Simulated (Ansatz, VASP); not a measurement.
**Two plane-wave programs on GaN**

Contents of POSCAR:

```
GaN
1.0
    0.0000000000      2.2535006100      2.2535006100
    2.2535006100      0.0000000000      2.2535006100
    2.2535006100      2.2535006100      0.0000000000
Ga N
1 1
Direct
    0.0000000000      0.0000000000      0.0000000000
    0.2500000000      0.2500000000      0.2500000000
```

Contents of INCAR.step1:

```
PREC = Accurate
ENCUT = 600
ISMEAR = 0
SIGMA = 0.02
LREAL = False
LASPH = True
NELM = 60
GGA = PE
ALGO = Normal
EDIFF = 1E-4
LWAVE = True
LCHARG = False
```

The input INCAR.step2:

```
PREC = Accurate
ENCUT = 600
EDIFF = 1E-6
ISMEAR = 0
SIGMA = 0.02
LREAL = False
LASPH = True
NELM = 60
ALGO = Normal
ISIF = 3
LWAVE = False
LCHARG = False
METAGGA = R2SCAN
LMIXTAU = True
IBRION = 2
NSW = 100
EDIFFG = -0.002
ISTART = 1
```

Contents of KPOINTS:

```
regular mesh
0
Gamma
  10 10 10
```

Input for Ansatz:

```yaml
crystal:
  lattice:
    - [0.0, 2.25350061, 2.25350061]
    - [2.25350061, 0.0, 2.25350061]
    - [2.25350061, 2.25350061, 0.0]
  atoms:
    - { symbol: Ga, position: [0.0, 0.0, 0.0] }
    - { symbol: "N", position: [0.25, 0.25, 0.25] }
basis:
  ecutwfc: 500
kpoints:
  mp_grid: { grid: [10, 10, 10] }
hamiltonian:
  xc: r2scan
  pseudopotentials: { kind: paw, azcp: { folder: soft_1 } }
scf:
  occupations: { method: gaussian, width: 0.02 }
output:
  forces: true
  stress: true
  eigenvalues: true
  write_density: true
  write_potential: true
  elf: true
  volumetric_format: npy
relax:
  adjacent_minimum: "off"
  f_tol: 0.002
  max_steps: 80
  cell: { stress_tol: 0.02 }
```

Alike in both runs: task relaxation of cell and atoms; functional r2SCAN; k mesh 10 × 10 × 10; occupations gaussian, width 0.02 eV; no spin polarisation.

|  | VASP | Ansatz |
| --- | --- | --- |
| version | VASP 6.6.1 | Ansatz 0.2.0 |
| potentials or method | VASP PAW PBE potentials, release 64 (Ga_d, N), cutoff 600 eV | scalar-relativistic, plane waves, PAW |
| valence electrons in the cell | 18 | 18 |

Ansatz gave:

| Quantity | Value |
| --- | --- |
| gap on the k mesh at the Fermi level, each at its own relaxed structure (eV) | 2.17 |
| relaxed volume (Å³/atom) | 11.38 |
| relaxed length of the cell vector where the two differ most in proportion (Å) | 3.181 |

**Question.** Which values does VASP return?

**Answer.** gap on the k mesh at the Fermi level, each at its own relaxed structure (eV): 2.12; relaxed volume (Å³/atom): 11.44; relaxed length of the cell vector where the two differ most in proportion (Å): 3.187.

VASP's potentials were made for PBE, not for r2SCAN.

Noted on VASP's run: the relaxation stopped at its first step, so nothing moved.
